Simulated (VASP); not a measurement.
# Sn2Te (Fddd) in VASP: relaxation of cell and atoms with PBE

Aim: the relaxation of cell and atoms of Sn2Te with PBE.

Everything below comes from runs of VASP 6.6.1. Logs are shortened: lines on timing, memory, paths and dates and some standing lists are left out, and cuts for length are marked.

### 1 The cell of the first run

The structure is orthorhombic, space group Fddd (No. 70). The conventional cell has a = 5.706 Å, b = 9.922 Å, c = 10.530 Å, α = 90.00°, β = 90.00°, γ = 90.00°. Sn (site symmetry 2) has 5 Te at 3.10 to 3.31 Å and 9 Sn at 3.12 to 3.89 Å within 4.1 Å. Within 4.1 Å of Te (site symmetry 222) lie 10 Sn at 3.10 to 3.31 Å and 4 Te at 3.89 Å.

The cell was generated, and may not be a known phase.

### 2 Relaxation of cell and atoms, PBE

INCAR

```
ALGO = Fast
EDIFF = 1E-6
EDIFFG = -0.08
ENCUT = 600
GGA = PE
IBRION = 2
ISIF = 3
ISMEAR = 0
LASPH = T
LCHARG = F
LREAL = F
LWAVE = F
NELM = 60
NSW = 36
PREC = Accurate
SIGMA = 0.2
```

KPOINTS

```
k-points
0
Gamma
  4 4 4
```

POSCAR

```
Sn2Te
1.0
    0.0000000000      4.9611278800      5.2651038800
    2.8531601600      0.0000000000      5.2651038800
    2.8531601600      4.9611278800      0.0000000000
Sn Te
4 2
Direct
    0.0800000000      0.4200000000      0.0800000000
    0.4200000000      0.0800000000      0.4200000000
    0.1700000000      0.8300000000      0.1700000000
    0.8300000000      0.1700000000      0.8300000000
    0.7500000000      0.7500000000      0.7500000000
    0.5000000000      0.5000000000      0.5000000000
```

Potentials or basis: VASP PAW PBE potentials, release 64 (Sn_d, Te).

On the command line:

```console
> cat potpaw_PBE.64/Sn_d/POTCAR potpaw_PBE.64/Te/POTCAR > POTCAR
> mpirun -np 1 vasp_std > vasp.out
```

OUTCAR:

```text
EDIFF = 1E-6
   EDIFFG = -0.08
   ENCUT = 600
   GGA = PE
   IBRION = 2
   ISIF = 3
   ISMEAR = 0
   LASPH = T
   LREAL = F
   NELM = 60
   NSW = 36
   PREC = Accurate

 ion  position               nearest neighbor table
   1  0.080  0.420  0.080-   6 3.10   6 3.10   3 3.12   3 3.12   2 3.27   2 3.27   5 3.27   5 3.31
                             5 3.31   2 3.37
   2  0.420  0.080  0.420-   6 3.10   6 3.10   4 3.12   4 3.12   1 3.27   1 3.27   5 3.27   5 3.31
                             5 3.31   1 3.37
   3  0.170  0.830  0.170-   5 3.10   5 3.10   1 3.12   1 3.12   4 3.27   4 3.27   6 3.27   6 3.31
                             6 3.31   4 3.37
   4  0.830  0.170  0.830-   5 3.10   5 3.10   2 3.12   2 3.12   3 3.27   3 3.27   6 3.27   6 3.31
                             6 3.31   3 3.37
   5  0.750  0.750  0.750-   4 3.10   3 3.10   4 3.10   3 3.10   1 3.27   2 3.27   2 3.31   2 3.31
                             1 3.31   1 3.31
   6  0.500  0.500  0.500-   1 3.10   2 3.10   1 3.10   2 3.10   3 3.27   4 3.27   3 3.31   3 3.31
                             4 3.31   4 3.31

  LATTYP: Found a face centered orthorhombic cell.
 ALAT       =     5.7063203200
 B/A-ratio  =     1.7388185737
 C/A-ratio  =     1.8453586847

  Lattice vectors:

 A1 = (   0.0000000000,   4.9611278800,   5.2651038800)
 A2 = (   2.8531601600,   0.0000000000,   5.2651038800)
 A3 = (   2.8531601600,   4.9611278800,   0.0000000000)

Analysis of symmetry for initial positions (statically):
=====================================================================
 Subroutine PRICEL returns:
 Original cell was already a primitive cell.

 Routine SETGRP: Setting up the symmetry group for a
 face centered orthorhombic supercell.

 Subroutine GETGRP returns: Found  8 space group operations
 (whereof  4 operations were pure point group operations)
 out of a pool of  8 trial point group operations.

The static configuration has the point symmetry D_2 .
 The point group associated with its full space group is D_2h.

Analysis of symmetry for dynamics (positions and initial velocities):
=====================================================================
 Subroutine PRICEL returns:
 Original cell was already a primitive cell.

 Routine SETGRP: Setting up the symmetry group for a
 face centered orthorhombic supercell.

 Subroutine GETGRP returns: Found  8 space group operations
 (whereof  4 operations were pure point group operations)
 out of a pool of  8 trial point group operations.

The dynamic configuration has the point symmetry D_2 .
 The point group associated with its full space group is D_2h.

 Subroutine INISYM returns: Found  8 space group operations
 (whereof  4 operations are pure point group operations),
 and found     1 'primitive' translations

----------------------------------------------------------------------------------------

[... 107 lines left out ...]
   EFERMI =   0.00;   METHOD = LEGACY
   ISMEAR =     0;   SIGMA  =   0.20  broadening in eV -4-tet -1-fermi 0-gaus
   EFERMI_NEDOS =   21; number of points for ismear=-14 and -15
   IALGO  =     68    algorithm
   IMIX   =      4    mixing-type and parameters
     AMIX     =   0.40;   BMIX     =  1.00
     AMIX_MAG =   1.60;   BMIX_MAG =  1.00
  volume/ion in A,a.u.               =      24.84       167.64
  Fermi-wavevector in a.u.,A,eV,Ry     =   1.260269  2.381563 21.609838  1.588278
  Thomas-Fermi vector in A             =   2.393787
   LORBIT       =      0    0 simple, 1 ext, 2 COOP (PROOUT), +10 PAW based schemes
   GGA     = PE    functional components
   LHFCALC =     F    Hartree Fock is set to
   AEXX    =    0.0000 exact exchange contribution
   IVDW    =     0    specifies the selected vdW correction
   LEPSILON=     F    determine dielectric tensor
   LRPA    =     F    only Hartree local field effects (RPA)
 conjugate gradient relaxation of ions
 non-spin polarized calculation
 RMM-DIIS sequential band-by-band and
 Gauss-broadening in eV      SIGMA  =   0.20
  energy-cutoff  :      600.00
  volume of cell :      149.05
 maximum number of plane-waves:      5017
 NGX is ok and might be reduce to    60
   NGX = 29   NGY = 23   NGZ = 23

--------------------------------------- Ionic step        1  -------------------------------------------

 number of electron      68.0000000 magnetization

 Free energy of the ion-electron system (eV)
  ---------------------------------------------------
  ext. energy  EPLUGINS =         0.00000000
  ---------------------------------------------------
  free energy    TOTEN  =       -20.86169025 eV

  energy without entropy =      -20.79836506  energy(sigma->0) =      -20.83002766

------------------------ aborting loop because EDIFF is reached ----------------------------------------

  FORCE on cell =-STRESS in cart. coord.  units (eV):
  Direction    XX          YY          ZZ          XY          YZ          ZX
  --------------------------------------------------------------------------------------
  -------------------------------------------------------------------------------------
  Total       11.3189100      6.5432513     12.8552598      0.0000000      0.0000000      0.0000000
  in kB      121.6666858     70.3332478    138.1808720      0.0000000      0.0000000      0.0000000
  external PRESSURE =     110.0602685 kB  Pullay stress =       0.0000000 kB
[... 227 lines left out ...]
--------------------------------------- Ionic step        7  -------------------------------------------

 number of electron      68.0000006 magnetization

 E-fermi :   7.5807     XC(G=0): -10.0083

 val. band max:        7.5526405335   @ k =  -0.2500   0.5000   0.2500
 cond. band min:       7.5983014382   @ k =   0.5000   0.0000   0.5000
 fundamental gap:      0.0456609047
 Fermi energy:         7.5807208193

 k-point     1 :       0.0000    0.0000    0.0000
  band No.  band energies     occupation
      1     -14.1869      2.00000
      2     -14.1722      2.00000
      3     -14.1595      2.00000
      4     -14.1558      2.00000
      5     -14.1431      2.00000
      6     -14.1419      2.00000
[... 802 lines left out ...]
--------------------------------------- Ionic step        8  -------------------------------------------

 number of electron      68.0000008 magnetization

 Free energy of the ion-electron system (eV)
  ---------------------------------------------------
  ext. energy  EPLUGINS =         0.00000000
  ---------------------------------------------------
  free energy    TOTEN  =       -21.70809699 eV

  energy without entropy =      -21.63532268  energy(sigma->0) =      -21.67170984

 E-fermi :   7.5655     XC(G=0):  -9.9977

 val. band max:        7.5521271086   @ k =  -0.2500   0.5000   0.2500
 cond. band min:       7.5871370112   @ k =  -0.2500   0.2500   0.0000
 fundamental gap:      0.0350099026
 Fermi energy:         7.5654603396

 k-point     1 :       0.0000    0.0000    0.0000
  band No.  band energies     occupation
      1     -14.2120      2.00000
      2     -14.1969      2.00000
      3     -14.1867      2.00000
      4     -14.1816      2.00000
      5     -14.1674      2.00000
      6     -14.1659      2.00000
[... 796 lines left out ...]
  FREE ENERGIE OF THE ION-ELECTRON SYSTEM (eV)
  ---------------------------------------------------
  free  energy   TOTEN  =       -21.7080969931 eV

  energy  without entropy=      -21.6353226792  energy(sigma->0) =      -21.67170984

 reached required accuracy - stopping structural energy minimisation
```

OSZICAR:

```text
N       E                     dE             d eps       ncg     rms          rms(c)
DAV:   1     0.746933579844E+03    0.74693E+03   -0.35573E+04  1496   0.268E+03
DAV:   2     0.920098620051E+02   -0.65492E+03   -0.64419E+03  1440   0.697E+02
DAV:   3    -0.147148593732E+02   -0.10672E+03   -0.10477E+03  1680   0.217E+02
DAV:   4    -0.207424951260E+02   -0.60276E+01   -0.59328E+01  1672   0.524E+01
[... 94 lines left out ...]
RMM:   5    -0.217080887952E+02   -0.12674E-03   -0.14192E-03  1976   0.227E-01    0.126E-01
RMM:   6    -0.217081242259E+02   -0.35431E-04   -0.42546E-04  1880   0.130E-01    0.536E-02
RMM:   7    -0.217080933816E+02    0.30844E-04   -0.11154E-04  1743   0.712E-02    0.766E-03
RMM:   8    -0.217080963215E+02   -0.29399E-05   -0.44111E-05  1772   0.366E-02    0.238E-03
RMM:   9    -0.217080969931E+02   -0.67163E-06   -0.70873E-06  1333   0.182E-02
   8 F= -.21708097E+02 E0= -.21671710E+02  d E =-.736238E-02
```

CONTCAR:

```text
Sn2Te
   1.00000000000000
     0.0000000000000000    5.0050109689641786    5.5794743512714744
     3.1264766509303512    0.0000000000000000    5.5794743512714744
     3.1264766509303512    5.0050109689641786    0.0000000000000000
  Sn              Te
     4     2
Direct
     0.0785219342676679    0.4214780657323322    0.0785219342676679
     0.4214780657323322    0.0785219342676679    0.4214780657323322
     0.1714780657323321    0.8285219342676680    0.1714780657323321
     0.8285219342676680    0.1714780657323321    0.8285219342676680
     0.7500000000000000    0.7500000000000000    0.7500000000000000
     0.5000000000000000    0.5000000000000000    0.5000000000000000

  0.00000000E+00  0.00000000E+00  0.00000000E+00
  0.00000000E+00  0.00000000E+00  0.00000000E+00
  0.00000000E+00  0.00000000E+00  0.00000000E+00
  0.00000000E+00  0.00000000E+00  0.00000000E+00
  0.00000000E+00  0.00000000E+00  0.00000000E+00
  0.00000000E+00  0.00000000E+00  0.00000000E+00
```

Run time: 11 min. Hardware: 1 thread of Intel Xeon 6975P-C (Granite Rapids), shared host; peak memory 0.44 GiB.

Results:

```
Free energy                           : -21.7081 eV
Relaxed volume                        : 29.10 Å³/atom
Relaxed cell                          : a = 7.495 Å, b = 6.396 Å, c = 5.901 Å, α = 74.99°, β = 55.51°, γ = 49.50°
Space group after relaxing (to 0.1 Å) : Fddd (No. 70)
Energy gained by relaxing             : 141.1 meV/atom
Ionic steps                           : 8
Pressure after relaxing               : 0.1 GPa
Largest force after relaxing          : 0.037 eV/Å
Band gap on the k mesh                : zero (bands 34 and 35 overlap by 1.82 eV)
```

Forces on the atoms (eV/Å):
```
Sn   0.000 -0.037  0.000
Sn   0.000  0.037  0.000
Sn   0.000  0.037  0.000
Sn   0.000 -0.037  0.000
Te   0.000  0.000  0.000
Te   0.000  0.000  0.000
```

Stress tensor (GPa, compression positive):
```
 0.25  0.00  0.00
 0.00  0.23  0.00
 0.00  0.00 -0.31
```

The path:
```csv
step,energy change (eV),largest force (eV/Å),pressure (GPa),volume (Å³)
1,0.0000,0.0131,11.01,149.05
2,-0.6805,0.0848,-2.99,188.87
3,-0.8181,0.0572,-0.06,175.00
4,-0.8181,0.0586,-0.17,175.55
5,-0.8273,0.0531,-0.13,175.23
6,-0.8379,0.0425,0.00,174.58
7,-0.8390,0.0364,0.10,174.24
8,-0.8464,0.0370,0.06,174.62
```

Final structure:
```
Sn Te
1.0
     0.00000    5.00501    5.57947
     3.12648    0.00000    5.57947
     3.12648    5.00501    0.00000
Sn Te
4 2
Cartesian
  1.5632 0.7860 2.7897
  1.5632 4.2190 2.7897
  3.1265 1.7165 5.5795
  3.1265 8.2935 5.5795
  4.6897 7.5075 8.3692
  3.1265 5.0050 5.5795
```

Levels at points of the mesh, in eV from the Fermi level:
| k point | band 31 | band 32 | band 33 | band 34 | band 35 | band 36 | band 37 | band 38 |
| --- | --- | --- | --- | --- | --- | --- | --- | --- |
| (0.00, 0.00, 0.00) | -3.55 | -2.91 | -2.53 | -1.45 | -0.12 | 0.43 | 1.44 | 3.02 |
| (0.50, 0.00, 0.00) | -1.86 | -0.93 | -0.80 | -0.20 | 0.13 | 1.15 | 1.34 | 1.81 |
| (0.50, 0.50, 0.00) | -1.81 | -1.81 | -0.95 | -0.95 | -0.57 | -0.57 | 1.01 | 1.01 |
| (0.50, 0.00, 0.50) | -1.27 | -1.27 | -0.03 | -0.03 | 0.25 | 0.25 | 2.10 | 2.10 |
| (0.00, 0.50, 0.50) | -1.43 | -1.43 | -0.81 | -0.81 | 0.92 | 0.92 | 1.39 | 1.39 |

Caveat: the volume moved by over 15 % at a fixed basis, so the end points are rough; spin-orbit coupling is left out, which moves the levels of the heavy elements; the relaxation stopped at a loose force limit of 0.08 eV/Å, so its end isn't a converged minimum.

The gap in the log of VASP goes by the Fermi energy; the results here count the filled bands.